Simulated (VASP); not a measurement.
# Al2Ru (I4/mmm) in VASP: single point with r2SCAN

Aim: the single point of Al2Ru with r2SCAN.

Program: VASP 6.6.1. These are calculated values, not measurements. Logs are shortened: lines on timing, memory, paths and dates and some standing lists are left out, and cuts for length are marked.

## Step 1: The cell of the first run

The structure is tetragonal, space group I4/mmm (No. 139). The conventional cell has a = 3.150 Å, b = 3.150 Å, c = 8.474 Å, α = 90.00°, β = 90.00°, γ = 90.00°. Within 3.4 Å of Al (site symmetry 4mm) lie 5 Ru at 2.60 to 2.89 Å and 9 Al at 2.70 to 3.15 Å. Within 3.4 Å of Ru (site symmetry 4/mmm) lie 10 Al at 2.60 to 2.89 Å and 4 Ru at 3.15 Å.

## Step 2: Single point, r2SCAN

Contents of POSCAR:

```
Al2Ru
1.0
   -1.5748567099      1.5748567099      4.2372364874
    1.5748567099     -1.5748567099      4.2372364874
    1.5748567099      1.5748567099     -4.2372364874
Al Ru
2 1
Direct
    0.6593576066      0.6593576066      0.0000000000
    0.3406423934      0.3406423934      0.0000000000
    0.0000000000      0.0000000000      0.0000000000
```

Contents of INCAR.step1:

```
PREC = Accurate ; ENCUT = 520
ISMEAR = -4 ; SIGMA = 0.1
LREAL = F ; LASPH = T
NELM = 60 ; NBANDS = 17
GGA = PE ; ALGO = Normal
EDIFF = 1E-4 ; LWAVE = T
LCHARG = F
```

Contents of INCAR.step2:

```
PREC = Accurate ; ENCUT = 520
EDIFF = 1E-6 ; ISMEAR = -4
SIGMA = 0.1 ; LREAL = F
LASPH = T ; NELM = 60
ALGO = Normal ; ISIF = 2
LWAVE = F ; LCHARG = T
METAGGA = R2SCAN ; LMIXTAU = T
LELF = T ; LVHAR = T
NBANDS = 17 ; ISTART = 1
```

Contents of KPOINTS:

```
Automatic mesh
0
Gamma
  18 18 18
```

Potentials or basis: VASP PAW PBE potentials, release 64 (Al, Ru_pv).

Launch:

```console
cat potpaw_PBE.64/Al/POTCAR potpaw_PBE.64/Ru_pv/POTCAR > POTCAR
cp INCAR.step1 INCAR
mpirun -np 1 vasp_std > vasp.out
cp INCAR.step2 INCAR
mpirun -np 1 vasp_std > vasp.out
```

OUTCAR:

```text
PREC = Accurate
   ENCUT = 520
   EDIFF = 1E-6
   ISMEAR = -4
   LREAL = F
   LASPH = T
   NELM = 60
   ISIF = 2
   METAGGA = R2SCAN
   ISTART = 1

 ion  position               nearest neighbor table
   1  0.659  0.659  0.000-   3 2.60   3 2.60   3 2.60   3 2.60   2 2.70   2 2.71   2 2.71   2 2.71
                             2 2.71   3 2.89
   2  0.341  0.341  0.000-   3 2.60   3 2.60   3 2.60   3 2.60   1 2.70   1 2.71   1 2.71   1 2.71
                             1 2.71   3 2.89
   3  0.000  0.000  0.000-   2 2.60   1 2.60   1 2.60   1 2.60   1 2.60   2 2.60   2 2.60   2 2.60
                             1 2.89   2 2.89

  LATTYP: Found a body centered tetragonal cell.
 ALAT       =     3.1497134198
 C/A-ratio  =     2.6905536617

  Lattice vectors:

 A1 = (  -1.5748567099,   1.5748567099,   4.2372364874)
 A2 = (   1.5748567099,  -1.5748567099,   4.2372364874)
 A3 = (   1.5748567099,   1.5748567099,  -4.2372364874)

Analysis of symmetry for initial positions (statically):
=====================================================================
 Subroutine PRICEL returns:
 Original cell was already a primitive cell.

 Routine SETGRP: Setting up the symmetry group for a
 body centered tetragonal supercell.

 Subroutine GETGRP returns: Found 16 space group operations
 (whereof 16 operations were pure point group operations)
 out of a pool of 16 trial point group operations.

The static configuration has the point symmetry D_4h.

Analysis of symmetry for dynamics (positions and initial velocities):
=====================================================================
 Subroutine PRICEL returns:
 Original cell was already a primitive cell.

 Routine SETGRP: Setting up the symmetry group for a
 body centered tetragonal supercell.

 Subroutine GETGRP returns: Found 16 space group operations
 (whereof 16 operations were pure point group operations)
 out of a pool of 16 trial point group operations.

The dynamic configuration has the point symmetry D_4h.

 Subroutine INISYM returns: Found 16 space group operations
 (whereof 16 operations are pure point group operations),
 and found     1 'primitive' translations

----------------------------------------------------------------------------------------

                                     Primitive cell

  volume of cell :      42.0363

  direct lattice vectors                    reciprocal lattice vectors
    -1.574856710  1.574856710  4.237236487     0.000000000  0.317489202  0.118001438
     1.574856710 -1.574856710  4.237236487     0.317489202  0.000000000  0.118001438
     1.574856710  1.574856710 -4.237236487     0.317489202  0.317489202  0.000000000

  length of vectors
     4.786911359  4.786911359  4.786911359     0.338708920  0.338708920  0.448997535

  position of ions in fractional coordinates (direct lattice)
     0.659357607  0.659357607  0.000000000
     0.340642393  0.340642393  0.000000000
     0.000000000  0.000000000  0.000000000

  ion indices of the primitive-cell ions
   primitive index   ion index
                 1           1
                 2           2
                 3           3

----------------------------------------------------------------------------------------

 KPOINTS: Automatic mesh

Automatic generation of k-mesh.
 Grid dimensions read from file:
 generate k-points for:   18   18   18

 Generating k-lattice:

  Cartesian coordinates                     Fractional coordinates (reciprocal lattice)
     0.000000000  0.017638289  0.006555635     0.055555556  0.000000000 -0.000000000
     0.017638289  0.000000000  0.006555635     0.000000000  0.055555556 -0.000000000
     0.017638289  0.017638289  0.000000000     0.000000000  0.000000000  0.055555556

  Length of vectors
     0.018817162  0.018817162  0.024944308

  Shift w.r.t. Gamma in fractional coordinates (k-lattice)
     0.000000000  0.000000000  0.000000000

 TETIRR: Found   7414 inequivalent tetrahedra from    34992

 Subroutine IBZKPT returns following result:
 ===========================================

 Found    480 irreducible k-points:

 Following reciprocal coordinates:
            Coordinates               Weight
  0.000000  0.000000  0.000000      1.000000
  0.055556  0.000000 -0.000000      8.000000
  0.111111  0.000000 -0.000000      8.000000
  0.166667  0.000000  0.000000      8.000000
  0.222222  0.000000  0.000000      8.000000
  0.277778 -0.000000  0.000000      8.000000
[... 16 lines left out ...]
 -0.277778  0.055556 -0.000000     16.000000
 -0.222222  0.055556  0.000000     16.000000
 [... further k-points ...]
   k-points           NKPTS =    480   k-points in BZ     NKDIM =    480   number of bands    NBANDS=     17
   number of dos      NEDOS =    301   number of ions     NIONS =      3
   total plane-waves  NPLWV =  46656
   dimension x,y,z NGX =    36 NGY =   36 NGZ =   36
   dimension x,y,z NGXF=    72 NGYF=   72 NGZF=   72
   ions per type =               2   1
   NGX,Y,Z   is equivalent  to a cutoff of  12.50, 12.50, 12.50 a.u.
   NGXF,Y,Z  is equivalent  to a cutoff of  25.01, 25.01, 25.01 a.u.
 SYSTEM =  unknown system
   PREC   = accura    normal or accurate (medium, high low for compatibility)
   ISTART =      1    job   : 0-new  1-cont  2-samecut
   ICHARG =      0    charge: 1-file 2-atom 10-const
   ISPIN  =      1    spin polarized calculation?
   LNONCOLLINEAR =      F non collinear calculations
   LSORBIT =      F    spin-orbit coupling
   LASPH  =      T    aspherical Exc in radial PAW
   ENCUT  =  520.0 eV  38.22 Ry    6.18 a.u.   8.90  8.90  8.90*2*pi/ulx,y,z
   NELM   =     60;   NELMIN=  2; NELMDL=  0     # of ELM steps
   EDIFF  = 0.1E-05   stopping-criterion for ELM
   LREAL  =      F    real-space projection
   EDIFFG = 0.1E-04   stopping-criterion for IOM
   NSW    =      0    number of steps for IOM
   IBRION =     -1    ionic relax: 0-MD 1-quasi-New 2-CG
   NFREE  =      0    steps in history (QN), initial steepest desc. (CG)
   ISIF   =      2    stress and relaxation
   ISYM   =      2    0-nonsym 1-usesym 2-fastsym
   POTIM  = 0.5000    time-step for ionic-motion
   TEBEG  =    0.0;   TEEND  =   0.0 temperature during run
   PSTRESS=    0.0 pullay stress
   NELECT =      20.0000    total number of electrons
   NUPDOWN=      -1.0000    fix difference up-down
   EMIN   =  10.00;   EMAX   =-10.00  energy-range for DOS
   EFERMI =   0.00;   METHOD = LEGACY
   ISMEAR =    -4;   SIGMA  =   0.10  broadening in eV -4-tet -1-fermi 0-gaus
   EFERMI_NEDOS =   21; number of points for ismear=-14 and -15
   IALGO  =     38    algorithm
   IMIX   =      4    mixing-type and parameters
     AMIX     =   0.40;   BMIX     =  1.00
     AMIX_MAG =   1.60;   BMIX_MAG =  1.00
  volume/ion in A,a.u.               =      14.01        94.56
  Fermi-wavevector in a.u.,A,eV,Ry     =   1.278036  2.415139 22.223445  1.633377
  Thomas-Fermi vector in A             =   2.410602
   LORBIT       =      0    0 simple, 1 ext, 2 COOP (PROOUT), +10 PAW based schemes
   METAGGA = R2SCAN    functional components
   LHFCALC =     F    Hartree Fock is set to
   AEXX    =    0.0000 exact exchange contribution
   IVDW    =     0    specifies the selected vdW correction
   LEPSILON=     F    determine dielectric tensor
   LRPA    =     F    only Hartree local field effects (RPA)
 non-spin polarized calculation
 Fermi weights with tetrahedron method witout Bloechl corrections
  energy-cutoff  :      520.00
  volume of cell :       42.04
 maximum number of plane-waves:      1156
   NGX = 17   NGY = 17   NGZ = 17

 number of electron      19.9999998 magnetization

 Free energy of the ion-electron system (eV)
  ---------------------------------------------------
  ext. energy  EPLUGINS =         0.00000000
  ---------------------------------------------------
  free energy    TOTEN  =       -41.16254223 eV

  energy without entropy =      -41.16254223  energy(sigma->0) =      -41.16254223

 E-fermi :  10.3567     XC(G=0): -12.7532

 val. band max:       10.4046117282   @ k =  -0.2222   0.2222   0.0000
 cond. band min:      10.3425099851   @ k =   0.5000   0.5000   0.1667
 fundamental gap:     -0.0621017431
 Fermi energy:        10.3567089859

 k-point     1 :       0.0000    0.0000    0.0000
  band No.  band energies     occupation
      1     -33.7600      2.00000
      2     -33.7600      2.00000
      3     -33.6642      2.00000
      4      -1.1277      2.00000
      5       4.6831      2.00000
      6       6.4838      2.00000
[... 9 lines left out ...]
     16      16.7640      0.00000
     17      18.4979      0.00000

 k-point     2 :       0.0556    0.0000   -0.0000
  band No.  band energies     occupation
      1     -33.7640      2.00000
      2     -33.7596      2.00000
      3     -33.6639      2.00000
      4      -1.0674      2.00000
      5       4.7098      2.00000
      6       6.5031      2.00000
[... 9 lines left out ...]
     16      17.0468      0.00000
     17      19.0123      0.00000

 k-point     3 :       0.1111    0.0000   -0.0000
  band No.  band energies     occupation
      1     -33.7756      2.00000
      2     -33.7586      2.00000
      3     -33.6627      2.00000
      4      -0.8877      2.00000
      5       4.7853      2.00000
      6       6.5534      2.00000
[... 9 lines left out ...]
     16      17.5656      0.00000
     17      20.1038      0.00000

 k-point     4 :       0.1667    0.0000    0.0000
  band No.  band energies     occupation
      1     -33.7933      2.00000
      2     -33.7570      2.00000
      3     -33.6610      2.00000
      4      -0.5920      2.00000
      5       4.8930      2.00000
      6       6.5907      2.00000
[... 9 lines left out ...]
     16      18.2545      0.00000
     17      19.6129      0.00000
[... 343 lines left out ...]
      1     -33.8589      2.00000
      2     -33.7551      2.00000
      3     -33.6541      2.00000
      4       0.9005      2.00000
      5       4.9792      2.00000
      6       6.0654      2.00000
[... 9 lines left out ...]
     16      19.6397      0.00000
     17      19.9190      0.00000

 k-point    23 :      -0.2778    0.0556   -0.0000
  band No.  band energies     occupation
      1     -33.8374      2.00000
      2     -33.7570      2.00000
      3     -33.6562      2.00000
      4       0.3117      2.00000
      5       5.2041      2.00000
      6       6.1433      2.00000
[... 9 lines left out ...]
     16      19.3535      0.00000
     17      19.6133      0.00000

 k-point    24 :      -0.2222    0.0556    0.0000
  band No.  band energies     occupation
      1     -33.8145      2.00000
      2     -33.7591      2.00000
      3     -33.6584      2.00000
      4      -0.1840      2.00000
      5       5.1762      2.00000
      6       6.4029      2.00000
[... 9 lines left out ...]
     16      18.8367      0.00000
     17      19.6131      0.00000

 [... further k-points ...]

------------------------ aborting loop because EDIFF is reached ----------------------------------------

  FORCE on cell =-STRESS in cart. coord.  units (eV):
  Direction    XX          YY          ZZ          XY          YZ          ZX
  --------------------------------------------------------------------------------------
  -------------------------------------------------------------------------------------
  Total       -1.1024976     -1.1024976     -0.9003530      0.0000000      0.0000000     -0.0000000
  in kB      -42.0207157    -42.0207157    -34.3161544      0.0000000      0.0000000     -0.0000000
  external PRESSURE =     -39.4525286 kB  Pullay stress =       0.0000000 kB

 VOLUME and BASIS-vectors are now :
 -----------------------------------------------------------------------------
  energy-cutoff  :      520.00
  volume of cell :       42.04
      direct lattice vectors                 reciprocal lattice vectors
    -1.574856710  1.574856710  4.237236487     0.000000000  0.317489202  0.118001438
     1.574856710 -1.574856710  4.237236487     0.317489202  0.000000000  0.118001438
     1.574856710  1.574856710 -4.237236487     0.317489202  0.317489202  0.000000000

 POSITION                                       TOTAL-FORCE (eV/Angst)
 -----------------------------------------------------------------------------------
      0.00000      0.00000      5.58771        -0.000000     -0.000000     -0.045971
      0.00000      0.00000      2.88676         0.000000      0.000000      0.045971
      0.00000      0.00000      0.00000        -0.000000     -0.000000      0.000000
 -----------------------------------------------------------------------------------
    total drift:                               -0.000000      0.000000      0.000000

  FREE ENERGIE OF THE ION-ELECTRON SYSTEM (eV)
  ---------------------------------------------------
  free  energy   TOTEN  =       -41.1625422337 eV

  energy  without entropy=      -41.1625422337  energy(sigma->0) =      -41.16254223
```

Wall time 44 min (1 thread of Oxide Virtual Turin-like, shared host); peak memory 0.44 GiB.

What came out:

```yaml
Free_energy: -41.1625 eV
Pressure: -3.9 GPa
Largest_force: 0.046 eV/Å
Band_gap_on_the_k_mesh: zero (bands 10 and 11 overlap by 0.06 eV)
```

Forces in eV/Å, atoms in the order of the input:
```
Al   0.000  0.000 -0.046
Al   0.000  0.000  0.046
Ru   0.000  0.000  0.000
```

Stress tensor (GPa, compression positive):
```
-4.20  0.00  0.00
 0.00 -4.20  0.00
 0.00  0.00 -3.43
```

Caveat: the cell stands under tension; the PAW data sets were made with another functional, which shifts forces and pressure a little; tetrahedron occupations give inexact forces and stress in metals.
